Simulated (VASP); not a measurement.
BaZnPF: single point with HSE06

BaZnPF:

```
CELL_PARAMETERS angstrom
4.20292 0.00000 0.00000
0.00000 4.20292 0.00000
0.00000 0.00000 9.56343
ATOMIC_POSITIONS crystal
Ba 0.25000 0.25000 0.33177
Ba 0.75000 0.75000 0.66823
Zn 0.25000 0.75000 0.00000
Zn 0.75000 0.25000 0.00000
P 0.75000 0.75000 0.14910
P 0.25000 0.25000 0.85090
F 0.25000 0.75000 0.50000
F 0.75000 0.25000 0.50000
```

```json
{
  "Program": "VASP 6.6.1",
  "Task": "single point",
  "Functional": "HSE06",
  "Potentials or basis": "VASP PAW PBE potentials, release 64 (Ba_sv, Zn, P, F)",
  "Cutoff": "520 eV",
  "k mesh": "3 × 3 × 1",
  "Occupations": "gaussian, width 0.0204 eV",
  "Spin": "no spin polarisation",
  "Dipole correction": "no",
  "Grid for exact exchange (PRECFOCK)": "Normal",
  "Further INCAR settings": "ALGO = Normal; EDIFF = 1e-06; NBANDS = 44",
  "Share of exact exchange": "0.25",
  "Screening parameter": "0.2079 1/Å"
}
```

```yaml
Pressure: -1.2 GPa
Largest_force: 0.189 eV/Å
Band_gap_on_the_k_mesh: 1.26 eV
```

Forces on the atoms (eV/Å):
```
Ba   0.000  0.000  0.005
Ba   0.000  0.000 -0.005
Zn   0.000  0.000  0.000
Zn   0.000  0.000  0.000
P    0.000  0.000 -0.189
P    0.000  0.000  0.189
F    0.000  0.000  0.000
F    0.000  0.000  0.000
```

Stress tensor (GPa, compression positive):
```
-1.15  0.00  0.00
 0.00 -1.15  0.00
 0.00  0.00 -1.42
```

Levels at points of the mesh, in eV from the valence-band top:
```tsv
k point	band 31	band 32	band 33	band 34	band 35	band 36	band 37	band 38
(0.00, 0.00, 0.00)	-2.26	-0.54	0.00	0.00	1.26	2.29	3.16	3.19
```

Run time: 11 min on 1 thread of AMD EPYC 7R13 Processor (Zen 3) (shared host), peak memory 0.39 GiB.

Caveat: the k points lie up to 0.66 Å⁻¹ apart; the PAW data sets were made with another functional, which shifts forces and pressure a little; spin-orbit coupling is left out, which moves the levels of the heavy elements.
